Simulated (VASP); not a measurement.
A run of VASP 6.6.1 is set up as follows.

File POSCAR:

```
GaBAs2
1.0
    3.7333879077      0.0000000000      0.0000000000
    0.0000000000      3.7333879077      0.0000000000
    0.0000000000      0.0000000000      5.4597720330
B As Ga
1 2 1
Direct
    0.0000000000      0.0000000000      0.0000000000
    0.0000000000      0.5000000000      0.2139711065
    0.5000000000      0.0000000000      0.7860288935
    0.5000000000      0.5000000000      0.5000000000
```

File INCAR.step1:

```
ALGO = Normal
EDIFF = 1E-4
ENCUT = 520
GGA = PE
ISMEAR = 0
LASPH = T
LCHARG = F
LREAL = F
LWAVE = T
NBANDS = 21
NELM = 60
PREC = Accurate
SIGMA = 0.01
```

The input INCAR.step2:

```
ALGO = Normal
EDIFF = 1E-6
ENCUT = 520
ISIF = 2
ISMEAR = 0
ISTART = 1
LASPH = T
LCHARG = F
LMIXTAU = T
LREAL = F
LWAVE = F
METAGGA = R2SCAN
NBANDS = 21
NELM = 60
PREC = Accurate
SIGMA = 0.01
```

File KPOINTS:

```
k-points
0
Gamma
  6 6 4
```

Potentials or basis: VASP PAW PBE potentials, release 64 (B, As, Ga_d).

The run is started by

```sh
$ cat potpaw_PBE.64/B/POTCAR potpaw_PBE.64/As/POTCAR potpaw_PBE.64/Ga_d/POTCAR > POTCAR
$ cp INCAR.step1 INCAR
$ mpirun -np 1 vasp_std > vasp.out
$ cp INCAR.step2 INCAR
$ mpirun -np 1 vasp_std > vasp.out
```

Q: Estimate the largest force.

A: 0.073 eV/Å.

Q: What does it give for the band gap on the k mesh?

A: 0.75 eV (least direct gap 0.81 eV).

Q: Predict the pressure.

A: -5.0 GPa.

Stress tensor (GPa, compression positive):
```
-4.89  0.00  0.00
 0.00 -4.89  0.00
 0.00  0.00 -5.16
```

Caveat: the cell stands under tension; semilocal functionals underestimate gaps, and a narrow one can read as zero; the PAW data sets were made with another functional, which shifts forces and pressure a little. A k mesh can miss the band edges.
